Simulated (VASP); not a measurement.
# PbC2Se2 (P1) in VASP: single point with r2SCAN

Aim: the single point of PbC2Se2 with r2SCAN.

Program: VASP 6.6.1. These are calculated values, not measurements. Logs are shortened: lines on timing, memory, paths and dates and some standing lists are left out, and cuts for length are marked.

### 1 The cell of the first run

The typed cell holds 15 atoms: a = 9.187 Å, b = 9.407 Å, c = 4.141 Å, α = 91.14°, β = 89.32°, γ = 118.70°.

### 2 Single point, r2SCAN

POSCAR

```
PbC2Se2
1.0
    9.1866690100      0.0427714900      0.0551058100
   -4.5562879400      8.2299617100     -0.0931626600
    0.0243279400     -0.0334462100      4.1409212700
Pb C Se
3 6 6
Direct
    0.4995280000      0.5000210000      0.5001660000
    0.9991690000      0.4995060000      0.5042120000
    0.4970930000      0.9983700000      0.5078000000
    0.9105660000      0.8228270000      0.0001120000
    0.0848120000      0.9102950000      0.0031640000
    0.1743460000      0.0888150000      0.0002110000
    0.0872580000      0.1769340000      0.9958040000
    0.9120180000      0.0909730000      0.9956180000
    0.8249330000      0.9167430000      0.0050270000
    0.7957690000      0.5950250000      0.9953700000
    0.2068560000      0.7957560000      0.0035040000
    0.4077560000      0.2031290000      0.9921440000
    0.2063740000      0.4129890000      0.0097540000
    0.7976310000      0.2054290000      0.9983390000
    0.5924830000      0.7939810000      0.9991740000
```

INCAR.step1

```
SYSTEM = PbC2Se2
ALGO     = Normal         ! electronic algorithm
EDIFF    = 1E-4           ! SCF threshold, eV
ENCUT    = 520            ! plane-wave cutoff, eV
GGA      = PE             ! functional
ISMEAR   = 0              ! smearing method
LASPH    = .True.         ! aspherical terms in the spheres
LCHARG   = .False.        ! write CHGCAR
LREAL    = Auto         
LWAVE    = .True.         ! write WAVECAR
NBANDS   = 64             ! bands
NELM     = 100            ! most SCF steps
PREC     = Accurate       ! precision mode
SIGMA    = 0.0176         ! smearing width, eV
```

INCAR.step2

```
SYSTEM = PbC2Se2
ALGO     = Normal         ! electronic algorithm
EDIFF    = 1E-7           ! SCF threshold, eV
ENCUT    = 520            ! plane-wave cutoff, eV
ISIF     = 2              ! what is computed and relaxed
ISMEAR   = 0              ! smearing method
ISTART   = 1            
LASPH    = .True.         ! aspherical terms in the spheres
LCHARG   = .True.         ! write CHGCAR
LELF     = .True.         ! ELF
LMIXTAU  = .True.       
LREAL    = Auto         
LVHAR    = .True.       
LWAVE    = .False.        ! write WAVECAR
METAGGA  = R2SCAN         ! meta-GGA
NBANDS   = 64             ! bands
NELM     = 100            ! most SCF steps
PREC     = Accurate       ! precision mode
SIGMA    = 0.0176         ! smearing width, eV
```

KPOINTS

```
Automatic mesh
0
Gamma
  3 2 4
  0 0 0.5
```

Potentials or basis: VASP PAW PBE potentials, release 64 (Pb_d, C, Se).

Started as:

```
cat potpaw_PBE.64/Pb_d/POTCAR potpaw_PBE.64/C/POTCAR potpaw_PBE.64/Se/POTCAR > POTCAR
cp INCAR.step1 INCAR
mpirun -np 1 vasp_std > vasp.out
cp INCAR.step2 INCAR
mpirun -np 1 vasp_std > vasp.out
```

OUTCAR:

```text
SYSTEM = PbC2Se2
   EDIFF = 1E-7
   ENCUT = 520
   ISIF = 2
   ISMEAR = 0
   ISTART = 1
   LASPH = .True.
   LREAL = Auto
   METAGGA = R2SCAN
   NELM = 100
   PREC = Accurate

 ion  position               nearest neighbor table
   1  0.500  0.500  0.500-  13 3.16  10 3.18  10 3.19  13 3.19  15 3.19  12 3.24  12 3.25  15 3.26

   2  0.999  0.500  0.504-  13 3.13  10 3.14  13 3.21  14 3.23  11 3.23  14 3.24  10 3.24  11 3.28

   3  0.497  0.998  0.508-  12 3.12  11 3.18  11 3.19  15 3.21  14 3.22  15 3.23  12 3.27  14 3.28

   4  0.911  0.823  0.000-   5 1.41   9 1.44  10 1.88
   5  0.085  0.910  0.003-   4 1.41   6 1.47  11 1.89
   6  0.174  0.089  0.000-   7 1.40   5 1.47  12 1.88
   7  0.087  0.177  0.996-   6 1.40   8 1.41  13 1.95
   8  0.912  0.091  0.996-   7 1.41   9 1.44  14 1.83
   9  0.825  0.917  0.005-   4 1.44   8 1.44  15 1.88
  10  0.796  0.595  0.995-   4 1.88   2 3.14   1 3.18   1 3.19   2 3.24
  11  0.207  0.796  0.004-   5 1.89   3 3.18   3 3.19   2 3.23   2 3.28
  12  0.408  0.203  0.992-   6 1.88   3 3.12   1 3.24   1 3.25   3 3.27
  13  0.206  0.413  0.010-   7 1.95   2 3.13   1 3.16   1 3.19   2 3.21
  14  0.798  0.205  0.998-   8 1.83   3 3.22   2 3.23   2 3.24   3 3.28
  15  0.592  0.794  0.999-   9 1.88   1 3.19   3 3.21   3 3.23   1 3.26

  LATTYP: Found a triclinic cell.
 ALAT       =    10.3143425636
 B/A-ratio  =     0.8906950484
 C/A-ratio  =     0.4014921722
 COS(alpha) =     0.0118349240
 COS(beta)  =     0.3939620461
 COS(gamma) =     0.4573771398

  Lattice vectors:

 A1 = (  -4.6547090100,  -8.2392869900,  -4.1028644200)
 A2 = (  -9.1866690100,  -0.0427714900,  -0.0551058100)
 A3 = (  -0.0243279400,   0.0334462100,  -4.1409212700)

Analysis of symmetry for initial positions (statically):
=====================================================================
 Subroutine PRICEL returns:
 Original cell was already a primitive cell.

 Routine SETGRP: Setting up the symmetry group for a
 triclinic supercell.

 Subroutine GETGRP returns: Found  1 space group operations
 (whereof  1 operations were pure point group operations)
 out of a pool of  2 trial point group operations.

The static configuration has the point symmetry C_1 .

Analysis of symmetry for dynamics (positions and initial velocities):
=====================================================================
 Subroutine PRICEL returns:
 Original cell was already a primitive cell.

 Routine SETGRP: Setting up the symmetry group for a
 triclinic supercell.

 Subroutine GETGRP returns: Found  1 space group operations
 (whereof  1 operations were pure point group operations)
 out of a pool of  2 trial point group operations.

The dynamic configuration has the point symmetry C_1 .

 Subroutine INISYM returns: Found  1 space group operations
 (whereof  1 operations are pure point group operations),
 and found     1 'primitive' translations

----------------------------------------------------------------------------------------

                                     Primitive cell

  volume of cell :     313.8538

  direct lattice vectors                    reciprocal lattice vectors
     9.186669010  0.042771490  0.055105810     0.108574447  0.060107479 -0.000152388
    -4.556287940  8.229961710 -0.093162660    -0.000570190  0.121202698  0.000982304
     0.024327940 -0.033446210  4.140921270    -0.001457696  0.001926937  0.241516283

  length of vectors
     9.186933849  9.407481534  4.141127801     0.124102147  0.121208020  0.241528368

  position of ions in fractional coordinates (direct lattice)
     0.499528000  0.500021000  0.500166000
     0.999169000  0.499506000  0.504212000
     0.497093000  0.998370000  0.507800000
     0.910566000  0.822827000  0.000112000
     0.084812000  0.910295000  0.003164000
     0.174346000  0.088815000  0.000211000
     0.087258000  0.176934000  0.995804000
     0.912018000  0.090973000  0.995618000
     0.824933000  0.916743000  0.005027000
     0.795769000  0.595025000  0.995370000
     0.206856000  0.795756000  0.003504000
     0.407756000  0.203129000  0.992144000
     0.206374000  0.412989000  0.009754000
     0.797631000  0.205429000  0.998339000
     0.592483000  0.793981000  0.999174000
[... 33 lines left out ...]

  Length of vectors
     0.041367382  0.060604010  0.060382092

  Shift w.r.t. Gamma in fractional coordinates (k-lattice)
     0.000000000  0.000000000  0.500000000

 Subroutine IBZKPT returns following result:
 ===========================================

 Found     12 irreducible k-points:

 Following reciprocal coordinates:
            Coordinates               Weight
  0.000000  0.000000  0.125000      2.000000
  0.333333  0.000000  0.125000      2.000000
 -0.333333 -0.000000  0.125000      2.000000
 -0.000000  0.500000  0.125000      2.000000
  0.333333  0.500000  0.125000      2.000000
 -0.333333  0.500000  0.125000      2.000000
  0.000000  0.000000  0.375000      2.000000
  0.333333  0.000000  0.375000      2.000000
 -0.333333 -0.000000  0.375000      2.000000
  0.000000  0.500000  0.375000      2.000000
  0.333333  0.500000  0.375000      2.000000
 -0.333333  0.500000  0.375000      2.000000
   k-points           NKPTS =     12   k-points in BZ     NKDIM =     12   number of bands    NBANDS=     64
   number of dos      NEDOS =    301   number of ions     NIONS =     15
   total plane-waves  NPLWV = 156800
   dimension x,y,z NGX =    70 NGY =   70 NGZ =   32
   dimension x,y,z NGXF=   140 NGYF=  140 NGZF=   64
   ions per type =               3   6   6
   NGX,Y,Z   is equivalent  to a cutoff of  12.67, 12.37, 12.85 a.u.
   NGXF,Y,Z  is equivalent  to a cutoff of  25.33, 24.74, 25.69 a.u.
 SYSTEM =  PbC2Se2
   PREC   = accura    normal or accurate (medium, high low for compatibility)
   ISTART =      1    job   : 0-new  1-cont  2-samecut
   ICHARG =      0    charge: 1-file 2-atom 10-const
   ISPIN  =      1    spin polarized calculation?
   LNONCOLLINEAR =      F non collinear calculations
   LSORBIT =      F    spin-orbit coupling
   LASPH  =      T    aspherical Exc in radial PAW
   ENCUT  =  520.0 eV  38.22 Ry    6.18 a.u.  17.08 17.49  7.70*2*pi/ulx,y,z
   NELM   =    100;   NELMIN=  2; NELMDL=  0     # of ELM steps
   EDIFF  = 0.1E-06   stopping-criterion for ELM
   LREAL  =      T    real-space projection
   EDIFFG = 0.1E-05   stopping-criterion for IOM
   NSW    =      0    number of steps for IOM
   IBRION =     -1    ionic relax: 0-MD 1-quasi-New 2-CG
   NFREE  =      0    steps in history (QN), initial steepest desc. (CG)
   ISIF   =      2    stress and relaxation
   ISYM   =      2    0-nonsym 1-usesym 2-fastsym
   POTIM  = 0.5000    time-step for ionic-motion
   TEBEG  =    0.0;   TEEND  =   0.0 temperature during run
   PSTRESS=    0.0 pullay stress
   NELECT =     102.0000    total number of electrons
   NUPDOWN=      -1.0000    fix difference up-down
   EMIN   =  10.00;   EMAX   =-10.00  energy-range for DOS
   EFERMI =   0.00;   METHOD = LEGACY
   ISMEAR =     0;   SIGMA  =   0.02  broadening in eV -4-tet -1-fermi 0-gaus
   EFERMI_NEDOS =   21; number of points for ismear=-14 and -15
   IALGO  =     38    algorithm
   IMIX   =      4    mixing-type and parameters
     AMIX     =   0.40;   BMIX     =  1.00
     AMIX_MAG =   1.60;   BMIX_MAG =  1.00
  volume/ion in A,a.u.               =      20.92       141.20
  Fermi-wavevector in a.u.,A,eV,Ry     =   1.125552  2.126986 17.236790  1.266868
  Thomas-Fermi vector in A             =   2.262230
   LORBIT       =      0    0 simple, 1 ext, 2 COOP (PROOUT), +10 PAW based schemes
   METAGGA = R2SCAN    functional components
   LHFCALC =     F    Hartree Fock is set to
   AEXX    =    0.0000 exact exchange contribution
   IVDW    =     0    specifies the selected vdW correction
   LEPSILON=     F    determine dielectric tensor
   LRPA    =     F    only Hartree local field effects (RPA)
 non-spin polarized calculation
 Gauss-broadening in eV      SIGMA  =   0.02
  energy-cutoff  :      520.00
  volume of cell :      313.85
 maximum number of plane-waves:      8468
 NGX is ok and might be reduce to    70
   NGX = 35   NGY = 35   NGZ = 15

 number of electron     102.0000002 magnetization

 Free energy of the ion-electron system (eV)
  ---------------------------------------------------
  ext. energy  EPLUGINS =         0.00000000
  ---------------------------------------------------
  free energy    TOTEN  =      -313.28202176 eV

  energy without entropy =     -313.28202176  energy(sigma->0) =     -313.28202176

 E-fermi :   4.4380     XC(G=0):  -9.8594

 val. band max:        4.3096839247   @ k =   0.0000   0.0000   0.3750
 cond. band min:       5.2039540074   @ k =   0.0000   0.5000   0.3750
 fundamental gap:      0.8942700827
 Fermi energy:         4.4380470363

 k-point     1 :       0.0000    0.0000    0.1250
  band No.  band energies     occupation
      1     -14.6719      2.00000
      2     -13.6069      2.00000
      3     -13.6052      2.00000
      4     -13.5885      2.00000
      5     -13.5777      2.00000
      6     -13.5698      2.00000
[... 781 lines left out ...]
     62       8.4061      0.00000
     63       8.5514      0.00000
 [bands above 63 left out]

------------------------ aborting loop because EDIFF is reached ----------------------------------------

  FORCE on cell =-STRESS in cart. coord.  units (eV):
  Direction    XX          YY          ZZ          XY          YZ          ZX
  --------------------------------------------------------------------------------------
  -------------------------------------------------------------------------------------
  Total       10.3375470     -6.1282845     -1.3807523     -1.2023303      0.5903271     -0.3483165
  in kB       52.7716448    -31.2839834     -7.0485358     -6.1377181      3.0135325     -1.7781040
  external PRESSURE =       4.8130418 kB  Pullay stress =       0.0000000 kB

 VOLUME and BASIS-vectors are now :
 -----------------------------------------------------------------------------
  energy-cutoff  :      520.00
  volume of cell :      313.85
      direct lattice vectors                 reciprocal lattice vectors
     9.186669010  0.042771490  0.055105810     0.108574447  0.060107479 -0.000152388
    -4.556287940  8.229961710 -0.093162660    -0.000570190  0.121202698  0.000982304
     0.024327940 -0.033446210  4.140921270    -0.001457696  0.001926937  0.241516283

 POSITION                                       TOTAL-FORCE (eV/Angst)
 -----------------------------------------------------------------------------------
      2.32293      4.11979      2.05209         0.016291      0.008215      0.018067
      6.91541      4.13679      2.09643         0.015871      0.006806      0.019463
      0.03012      8.22082      2.03714         0.036426     -0.022531      0.003983
      4.61603      6.81078     -0.02602        -0.357038      2.191185      0.136532
     -3.36835      7.49521     -0.06703        -0.137925      1.599063     -0.127343
      1.19700      0.73839      0.00221        -0.515679     -1.662307     -0.065859
      0.01967      1.42659      4.11187         0.181910     -0.556677      0.168378
      7.98813      0.75441      4.16456         1.203406     -1.576331      0.214096
      3.40156      7.57988     -0.01913         1.172882      0.248824     -0.326130
      4.62358      4.89778      4.11017         0.106647     -0.782874      0.081318
     -1.72529      6.55777     -0.04823         0.572043     -0.173313     -0.006270
      2.84454      1.65600      4.11194         0.821947      0.197042      0.079257
      0.01443      3.40738      0.01329        -0.088299     -0.321305     -0.164170
      6.41587      1.69140      4.15886        -1.870048      0.806287     -0.050871
      1.84965      6.52636      4.09618        -1.158436      0.037915      0.019549
 -----------------------------------------------------------------------------------
    total drift:                                0.003417      0.006668      0.007677

  FREE ENERGIE OF THE ION-ELECTRON SYSTEM (eV)
  ---------------------------------------------------
  free  energy   TOTEN  =      -313.2820217636 eV

  energy  without entropy=     -313.2820217636  energy(sigma->0) =     -313.28202176
```

Wall time 11 min (1 thread of Intel Xeon Platinum 8559C (Emerald Rapids), shared host); peak memory 0.51 GiB.

Results:

- Free energy: -313.2820 eV
- Pressure: 0.5 GPa
- Largest force: 2.224 eV/Å
- Band gap on the k mesh: 0.89 eV (least direct gap 1.24 eV)

Forces in eV/Å, atoms in the order of the input:
```
Pb   0.016  0.008  0.018
Pb   0.016  0.007  0.019
Pb   0.036 -0.023  0.004
C   -0.357  2.191  0.137
C   -0.138  1.599 -0.127
C   -0.516 -1.662 -0.066
C    0.182 -0.557  0.168
C    1.203 -1.576  0.214
C    1.173  0.249 -0.326
Se   0.107 -0.783  0.081
Se   0.572 -0.173 -0.006
Se   0.822  0.197  0.079
Se  -0.088 -0.321 -0.164
Se  -1.870  0.806 -0.051
Se  -1.158  0.038  0.020
```

Levels at points of the mesh, in eV from the valence-band top:
| k point | band 49 | band 50 | band 51 | band 52 | band 53 | band 54 |
| --- | --- | --- | --- | --- | --- | --- |
| (0.00, 0.00, 0.12) | -1.04 | -0.71 | -0.02 | 1.22 | 1.42 | 2.13 |

Caveat: the stress differs along the axes, from -3 to 5 GPa; the PAW data sets were made with another functional, which shifts forces and pressure a little; spin-orbit coupling is left out, which moves the levels of the heavy elements; a shifted mesh leaves out Γ, where band edges can lie.
